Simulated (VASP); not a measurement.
# CaS (Fm-3m) in VASP: notebook

The runs below take CaS through single point, with PBE-based screened hybrid with 75 % exact exchange, PBE.

Everything below comes from runs of VASP 6.6.1. Logs are shortened: lines on timing, memory, paths and dates and some standing lists are left out, and cuts for length are marked.

### 1 The cell of the first run

The structure is cubic, space group Fm-3m (No. 225). Conventional cell: a = 5.696 Å, b = 5.696 Å, c = 5.696 Å, α = 90.00°, β = 90.00°, γ = 90.00°. Within 3.8 Å of Ca (site symmetry m-3m) lie 6 S at 2.85 Å. S (site symmetry m-3m) has 6 Ca at 2.85 Å within 3.8 Å.

### 2 Single point, PBE-based screened hybrid with 75 % exact exchange

POSCAR reads:

```
CaS
1.0
    0.0000000000      2.8479357440      2.8479357440
    2.8479357440      0.0000000000      2.8479357440
    2.8479357440      2.8479357440      0.0000000000
Ca S
1 1
Direct
    0.0000000000      0.0000000000      0.0000000000
    0.5000000000      0.5000000000      0.5000000000
```

INCAR.step1 reads:

```
ALGO = Normal ; EDIFF = 1E-5
ENCUT = 400 ; GGA = PE
GGA_COMPAT = False ; ISIF = 2
ISMEAR = 0 ; LASPH = True
LREAL = False ; LWAVE = True
NBANDS = 15 ; NELM = 120
PREC = Accurate ; SIGMA = 0.01
```

INCAR.step2 reads:

```
AEXX = 0.75 ; ALGO = Normal
EDIFF = 1E-6 ; ENCUT = 400
GGA = PE ; GGA_COMPAT = False
HFSCREEN = 0.2078 ; ISIF = 2
ISMEAR = 0 ; ISTART = 1
LASPH = True ; LCHARG = True
LELF = True ; LHFCALC = True
LREAL = False ; LVHAR = True
LWAVE = False ; NBANDS = 15
NELM = 120 ; PREC = Accurate
PRECFOCK = Normal ; SIGMA = 0.01
```

KPOINTS reads:

```
k-points
0
Gamma
  4 4 4
```

Potentials or basis: VASP PAW PBE potentials, release 64 (Ca_sv, S).

Started as:

```console
> cat potpaw_PBE.64/Ca_sv/POTCAR potpaw_PBE.64/S/POTCAR > POTCAR
> cp INCAR.step1 INCAR
> mpirun -np 1 vasp_std > vasp.out
> cp INCAR.step2 INCAR
> mpirun -np 1 vasp_std > vasp.out
```

OUTCAR:

```text
AEXX = 0.75
   EDIFF = 1E-6
   ENCUT = 400
   GGA = PE
   HFSCREEN = 0.2078
   ISIF = 2
   ISMEAR = 0
   ISTART = 1
   LASPH = True
   LHFCALC = True
   LREAL = False
   NELM = 120
   PREC = Accurate
   PRECFOCK = Normal

 ion  position               nearest neighbor table
   1  0.000  0.000  0.000-   2 2.85   2 2.85   2 2.85   2 2.85   2 2.85   2 2.85
   2  0.500  0.500  0.500-   1 2.85   1 2.85   1 2.85   1 2.85   1 2.85   1 2.85

  LATTYP: Found a face centered cubic cell.
 ALAT       =     5.6958714880

  Lattice vectors:

 A1 = (   0.0000000000,   2.8479357440,   2.8479357440)
 A2 = (   2.8479357440,   0.0000000000,   2.8479357440)
 A3 = (   2.8479357440,   2.8479357440,   0.0000000000)

Analysis of symmetry for initial positions (statically):
=====================================================================
 Subroutine PRICEL returns:
 Original cell was already a primitive cell.

 Routine SETGRP: Setting up the symmetry group for a
 face centered cubic supercell.

 Subroutine GETGRP returns: Found 48 space group operations
 (whereof 48 operations were pure point group operations)
 out of a pool of 48 trial point group operations.

The static configuration has the point symmetry O_h .

Analysis of symmetry for dynamics (positions and initial velocities):
=====================================================================
 Subroutine PRICEL returns:
 Original cell was already a primitive cell.

 Routine SETGRP: Setting up the symmetry group for a
 face centered cubic supercell.

 Subroutine GETGRP returns: Found 48 space group operations
 (whereof 48 operations were pure point group operations)
 out of a pool of 48 trial point group operations.

The dynamic configuration has the point symmetry O_h .

 Subroutine INISYM returns: Found 48 space group operations
 (whereof 48 operations are pure point group operations),
 and found     1 'primitive' translations

----------------------------------------------------------------------------------------

                                     Primitive cell

  volume of cell :      46.1977

  direct lattice vectors                    reciprocal lattice vectors
     0.000000000  2.847935744  2.847935744    -0.175565759  0.175565759  0.175565759
     2.847935744  0.000000000  2.847935744     0.175565759 -0.175565759  0.175565759
     2.847935744  2.847935744  0.000000000     0.175565759  0.175565759 -0.175565759

  length of vectors
     4.027589354  4.027589354  4.027589354     0.304088814  0.304088814  0.304088814

  position of ions in fractional coordinates (direct lattice)
     0.000000000  0.000000000  0.000000000
     0.500000000  0.500000000  0.500000000

  ion indices of the primitive-cell ions
   primitive index   ion index
                 1           1
                 2           2

----------------------------------------------------------------------------------------

 KPOINTS: k-points

Automatic generation of k-mesh.
 Grid dimensions read from file:
 generate k-points for:    4    4    4

 Generating k-lattice:

  Cartesian coordinates                     Fractional coordinates (reciprocal lattice)
    -0.043891440  0.043891440  0.043891440     0.250000000  0.000000000  0.000000000
     0.043891440 -0.043891440  0.043891440     0.000000000  0.250000000  0.000000000
     0.043891440  0.043891440 -0.043891440     0.000000000  0.000000000  0.250000000

  Length of vectors
     0.076022204  0.076022204  0.076022204

  Shift w.r.t. Gamma in fractional coordinates (k-lattice)
     0.000000000  0.000000000  0.000000000

 Subroutine IBZKPT returns following result:
 ===========================================

 Found      8 irreducible k-points:

 Following reciprocal coordinates:
            Coordinates               Weight
  0.000000  0.000000  0.000000      1.000000
  0.250000  0.000000  0.000000      8.000000
  0.500000  0.000000  0.000000      4.000000
  0.250000  0.250000  0.000000      6.000000
  0.500000  0.250000  0.000000     24.000000
 -0.250000  0.250000  0.000000     12.000000
  0.500000  0.500000  0.000000      3.000000
 -0.250000  0.500000  0.250000      6.000000
   k-points           NKPTS =      8   k-points in BZ     NKDIM =     64   number of bands    NBANDS=     15
   number of dos      NEDOS =    301   number of ions     NIONS =      2
   total plane-waves  NPLWV =  21952
   dimension x,y,z NGX =    28 NGY =   28 NGZ =   28
   dimension x,y,z NGXF=    56 NGYF=   56 NGZF=   56
   ions per type =               1   1
   NGX,Y,Z   is equivalent  to a cutoff of  11.56, 11.56, 11.56 a.u.
   NGXF,Y,Z  is equivalent  to a cutoff of  23.11, 23.11, 23.11 a.u.
 SYSTEM =  unknown system
   PREC   = accura    normal or accurate (medium, high low for compatibility)
   ISTART =      1    job   : 0-new  1-cont  2-samecut
   ICHARG =      0    charge: 1-file 2-atom 10-const
   ISPIN  =      1    spin polarized calculation?
   LNONCOLLINEAR =      F non collinear calculations
   LSORBIT =      F    spin-orbit coupling
   LASPH  =      T    aspherical Exc in radial PAW
   ENCUT  =  400.0 eV  29.40 Ry    5.42 a.u.   6.57  6.57  6.57*2*pi/ulx,y,z
   NELM   =    120;   NELMIN=  2; NELMDL=  0     # of ELM steps
   EDIFF  = 0.1E-05   stopping-criterion for ELM
   LREAL  =      F    real-space projection
   EDIFFG = 0.1E-04   stopping-criterion for IOM
   NSW    =      0    number of steps for IOM
   IBRION =     -1    ionic relax: 0-MD 1-quasi-New 2-CG
   NFREE  =      0    steps in history (QN), initial steepest desc. (CG)
   ISIF   =      2    stress and relaxation
   ISYM   =      3    0-nonsym 1-usesym 2-fastsym
   POTIM  = 0.5000    time-step for ionic-motion
   TEBEG  =    0.0;   TEEND  =   0.0 temperature during run
   PSTRESS=    0.0 pullay stress
   NELECT =      16.0000    total number of electrons
   NUPDOWN=      -1.0000    fix difference up-down
   EMIN   =  10.00;   EMAX   =-10.00  energy-range for DOS
   EFERMI =   0.00;   METHOD = LEGACY
   ISMEAR =     0;   SIGMA  =   0.01  broadening in eV -4-tet -1-fermi 0-gaus
   EFERMI_NEDOS =   21; number of points for ismear=-14 and -15
   IALGO  =     38    algorithm
   IMIX   =      1    mixing-type and parameters
     AMIX     =   0.40;   BMIX     =  1.00
     AMIX_MAG =   1.60;   BMIX_MAG =  1.00
  volume/ion in A,a.u.               =      23.10       155.88
  Fermi-wavevector in a.u.,A,eV,Ry     =   1.149674  2.172568 17.983499  1.321750
  Thomas-Fermi vector in A             =   2.286342
   LORBIT       =      0    0 simple, 1 ext, 2 COOP (PROOUT), +10 PAW based schemes
   GGA     = PE    functional components
   LHFCALC =     T    Hartree Fock is set to
   PRECFOCK=normal    Normal, Fast or Accurate (Low or Medium for compatibility)
   ENCUT4O =  -1.0   cutoff for four orbital integrals eV
   NKREDX  =     1    reduce k-point grid by
   NKREDY  =     1    reduce k-point grid by
   NKREDZ  =     1    reduce k-point grid by
   AEXX    =    0.7500 exact exchange contribution
   HFSCREEN=    0.2078 screening length (either q_TF or 0.3 A-1)
   HFSCREENC=   0.2078 screening length for correlation (either q_TF or 0.3 A-1)
   ENCUTFOCK=  -1.0 apply spherical cutoff to Coloumb kernel
   IVDW    =     0    specifies the selected vdW correction
   LEPSILON=     F    determine dielectric tensor
   LRPA    =     F    only Hartree local field effects (RPA)
 non-spin polarized calculation
 Gauss-broadening in eV      SIGMA  =   0.01
  energy-cutoff  :      400.00
  volume of cell :       46.20
 maximum number of plane-waves:       869
 NGX is ok and might be reduce to    28
  NGX = 20; NGY = 20; NGZ = 20

 number of electron      15.9999999 magnetization

 Free energy of the ion-electron system (eV)
  ---------------------------------------------------
  ext. energy  EPLUGINS =         0.00000000
  ---------------------------------------------------
  free energy    TOTEN  =       -14.45982218 eV

  energy without entropy =      -14.45982218  energy(sigma->0) =      -14.45982218

 E-fermi :   0.8584     XC(G=0):  -4.6225

 val. band max:        0.6756907916   @ k =   0.0000   0.0000   0.0000
 cond. band min:       6.2973071668   @ k =   0.5000   0.5000   0.0000
 fundamental gap:      5.6216163752
 Fermi energy:         0.8583978922

 k-point     1 :       0.0000    0.0000    0.0000
  band No.  band energies     occupation
      1     -47.1557      2.00000
      2     -23.7249      2.00000
      3     -23.7249      2.00000
      4     -23.7249      2.00000
      5     -14.0924      2.00000
      6       0.6757      2.00000
      7       0.6757      2.00000
      8       0.6757      2.00000
      9       8.1032      0.00000
     10       8.8677      0.00000
     11       8.8677      0.00000
     12       8.8677      0.00000
     13       9.7816      0.00000
     14       9.7816      0.00000
     15      14.9086      0.00000

 k-point     2 :       0.2500    0.0000    0.0000
  band No.  band energies     occupation
      1     -47.1490      2.00000
      2     -23.8397      2.00000
      3     -23.7285      2.00000
      4     -23.7285      2.00000
      5     -13.5746      2.00000
      6      -1.5069      2.00000
      7      -0.0425      2.00000
      8      -0.0425      2.00000
      9       8.5300      0.00000
     10       9.9687      0.00000
     11       9.9687      0.00000
     12      10.8093      0.00000
     13      11.4831      0.00000
     14      11.4831      0.00000
     15      15.9170      0.00000
[... 77 lines left out ...]
      3     -23.7856      2.00000
      4     -23.7856      2.00000
      5     -13.2251      2.00000
      6      -2.3091      2.00000
      7      -0.4000      2.00000
      8      -0.4000      2.00000
      9       6.2973      0.00000
     10      10.1158      0.00000
     11      11.0960      0.00000
     12      12.8447      0.00000
     13      13.0591      0.00000
     14      13.0591      0.00000
     15      15.1119      0.00000

 k-point     8 :      -0.2500    0.5000    0.2500
  band No.  band energies     occupation
      1     -47.1376      2.00000
      2     -23.8316      2.00000
      3     -23.8316      2.00000
      4     -23.7986      2.00000
      5     -13.0702      2.00000
      6      -1.5863      2.00000
      7      -1.5863      2.00000
      8      -1.2048      2.00000
      9       9.4893      0.00000
     10       9.4893      0.00000
     11      10.8140      0.00000
     12      12.3187      0.00000
     13      13.0826      0.00000
     14      14.6663      0.00000
     15      15.2689      0.00000

------------------------ aborting loop because EDIFF is reached ----------------------------------------

  FORCE on cell =-STRESS in cart. coord.  units (eV):
  Direction    XX          YY          ZZ          XY          YZ          ZX
  --------------------------------------------------------------------------------------
  -------------------------------------------------------------------------------------
  Total       -0.1694114     -0.1694114     -0.1694114     -0.0000000      0.0000000      0.0000000
  in kB       -5.8753358     -5.8753358     -5.8753358     -0.0000000      0.0000000      0.0000000
  external PRESSURE =      -5.8753358 kB  Pullay stress =       0.0000000 kB

 VOLUME and BASIS-vectors are now :
 -----------------------------------------------------------------------------
  energy-cutoff  :      400.00
  volume of cell :       46.20
      direct lattice vectors                 reciprocal lattice vectors
     0.000000000  2.847935744  2.847935744    -0.175565759  0.175565759  0.175565759
     2.847935744  0.000000000  2.847935744     0.175565759 -0.175565759  0.175565759
     2.847935744  2.847935744  0.000000000     0.175565759  0.175565759 -0.175565759

 POSITION                                       TOTAL-FORCE (eV/Angst)
 -----------------------------------------------------------------------------------
      0.00000      0.00000      0.00000         0.000000     -0.000000      0.000000
      2.84794      2.84794      2.84794        -0.000000      0.000000     -0.000000
 -----------------------------------------------------------------------------------
    total drift:                               -0.000000     -0.000000     -0.000000

  FREE ENERGIE OF THE ION-ELECTRON SYSTEM (eV)
  ---------------------------------------------------
  free  energy   TOTEN  =       -14.4598221775 eV

  energy  without entropy=      -14.4598221775  energy(sigma->0) =      -14.45982218
```

It took 3.7 min on 1 thread of Intel Xeon Platinum 8488C (Sapphire Rapids), shared host; peak memory 0.25 GiB.

Results:

| Item | Value |
| --- | --- |
| Free energy | -14.4598 eV |
| Pressure | -0.6 GPa |
| Band gap on the k mesh | 5.62 eV (least direct gap 6.70 eV) |

Caveat: the k points lie up to 0.48 Å⁻¹ apart; the PAW data sets were made with another functional, which shifts forces and pressure a little. A k mesh can miss the band edges.

### 3 Single point, PBE

INCAR reads:

```
SYSTEM = CaS
PREC = Accurate
ENCUT = 500
EDIFF = 1E-6
ISMEAR = 0
SIGMA = 0.01
LREAL = .FALSE.
LASPH = .TRUE.
NELM = 120
ALGO = Normal
ISIF = 2
LWAVE = .FALSE.
LCHARG = .FALSE.
GGA = PE
NBANDS = 15
GGA_COMPAT = .FALSE.
```

KPOINTS reads:

```
regular mesh
0
G
  6 6 6
  0 0 0
```

POSCAR is that of step 2.

Potentials or basis: VASP PAW PBE potentials, release 64 (Ca_sv, S).

Started as:

```console
> cat potpaw_PBE.64/Ca_sv/POTCAR potpaw_PBE.64/S/POTCAR > POTCAR
> mpirun -np 1 vasp_std > vasp.out
```

It took 12 s on 1 thread of Intel Xeon Platinum 8375C at 2.90GHz (Ice Lake), shared host; peak memory 0.17 GiB.

The run converged. Its results:

* Free energy: -10.3633 eV
* Pressure: 0.6 GPa
* Band gap on the k mesh: 2.36 eV (least direct gap 3.16 eV)

Levels at points of the mesh, in eV from the valence-band top:
```csv
k point,band 6,band 7,band 8,band 9,band 10,band 11
"(0.00, 0.00, 0.00)",0.00,0.00,0.00,4.14,4.16,4.16
"(0.50, 0.00, 0.00)",-3.09,-1.16,-1.16,5.22,6.06,6.20
"(0.50, 0.50, 0.00)",-2.27,-0.81,-0.81,2.36,5.60,6.02
```

### 4 Single point, PBE

INCAR reads:

```
ALGO = Normal ; EDIFF = 1E-6
ENCUT = 500 ; GGA = PE
GGA_COMPAT = F ; ISIF = 2
ISMEAR = 1 ; LASPH = T
LCHARG = T ; LELF = T
LREAL = F ; LVHAR = T
LWAVE = F ; NBANDS = 15
NELM = 120 ; PREC = Accurate
SIGMA = 0.336
```

KPOINTS reads:

```
k-points
0
Gamma
  6 6 6
```

POSCAR is that of step 3.

Started as:

```console
> cat potpaw_PBE.64/Ca_sv/POTCAR potpaw_PBE.64/S/POTCAR > POTCAR
> mpirun -np 1 vasp_std > vasp.out
```

Run time: 12 s. Hardware: 1 thread of Intel Xeon Platinum 8375C at 2.90GHz (Ice Lake), shared host; peak memory 0.17 GiB.

The run converged. Its results:

* Free energy: -10.3620 eV
* Pressure: 0.6 GPa
* Band gap on the k mesh: 2.36 eV (least direct gap 3.16 eV)

Levels at points of the mesh, in eV from the valence-band top:
```tsv
k point	band 5	band 6	band 7	band 8	band 9	band 10	band 11	band 12
(0.00, 0.00, 0.00)	-11.32	0.00	0.00	0.00	4.15	4.17	4.17	4.17
(0.50, 0.00, 0.00)	-10.51	-3.09	-1.16	-1.16	5.22	6.06	6.20	6.20
(0.50, 0.50, 0.00)	-10.70	-2.27	-0.81	-0.81	2.36	5.60	6.02	6.78
```

A k mesh can miss the band edges. Expect the measured gap to be larger: semilocal functionals such as PBE lack the derivative discontinuity.

### 5 Single point, PBE

INCAR reads:

```
SYSTEM = CaS
PREC = Accurate ; ENCUT = 500
EDIFF = 1E-6 ; ISMEAR = 0
SIGMA = 0.5 ; LREAL = .False.
LASPH = .True. ; NELM = 120
ALGO = Normal ; ISIF = 2
LWAVE = .False. ; LCHARG = .False.
GGA = PE ; NBANDS = 15
GGA_COMPAT = .False.
```

KPOINTS reads:

```
Automatic mesh
0
Gamma
  6 6 6
  0 0 0
```

POSCAR is that of step 4.

Started as:

```console
> cat potpaw_PBE.64/Ca_sv/POTCAR potpaw_PBE.64/S/POTCAR > POTCAR
> mpirun -np 1 vasp_std > vasp.out
```

Run time: 12 s. Hardware: 1 thread of Intel Xeon Platinum 8375C at 2.90GHz (Ice Lake), shared host; peak memory 0.17 GiB.

It converged, with:

```
Free energy            : -10.3633 eV
Pressure               : 0.6 GPa
Band gap on the k mesh : 2.36 eV (least direct gap 3.16 eV)
```

Levels at points of the mesh, in eV from the valence-band top:
| k point | band 5 | band 6 | band 7 | band 8 | band 9 | band 10 | band 11 | band 12 |
| --- | --- | --- | --- | --- | --- | --- | --- | --- |
| (0.00, 0.00, 0.00) | -11.32 | 0.00 | 0.00 | 0.00 | 4.14 | 4.16 | 4.16 | 4.16 |
| (0.50, 0.00, 0.00) | -10.51 | -3.09 | -1.16 | -1.16 | 5.22 | 6.06 | 6.20 | 6.20 |
| (0.50, 0.50, 0.00) | -10.70 | -2.27 | -0.81 | -0.81 | 2.36 | 5.60 | 6.02 | 6.77 |

A k mesh can miss the band edges. A hybrid or GW would open this gap; PBE tends to underestimate it.

### 6 Summary

```csv
level,k mesh,cutoff (eV),smearing,grid for exact exchange (PRECFOCK),share of exact exchange,screening parameter,gap on the mesh (eV),pressure (GPa)
PBE-based screened hybrid with 75 % exact exchange,4 × 4 × 4,400,gaussian 0.01 eV,Normal,0.75,0.2078 1/Å,5.62,-0.6
PBE,6 × 6 × 6,500,gaussian 0.01 eV,-,-,-,2.36,0.6
PBE,6 × 6 × 6,500,methfessel-paxton 0.336 eV,-,-,-,2.36,0.6
PBE,6 × 6 × 6,500,gaussian 0.5 eV,-,-,-,2.36,0.6
```

Alike in all rows: task single point; potentials or basis VASP PAW PBE potentials, release 64 (Ca_sv, S); no spin polarisation; cell as given.

Caveats: some runs use coarse meshes; the PAW data sets were made with another functional, which shifts forces and pressure a little (at least some runs).

Absolute energies hang on the potentials; compare differences alone.
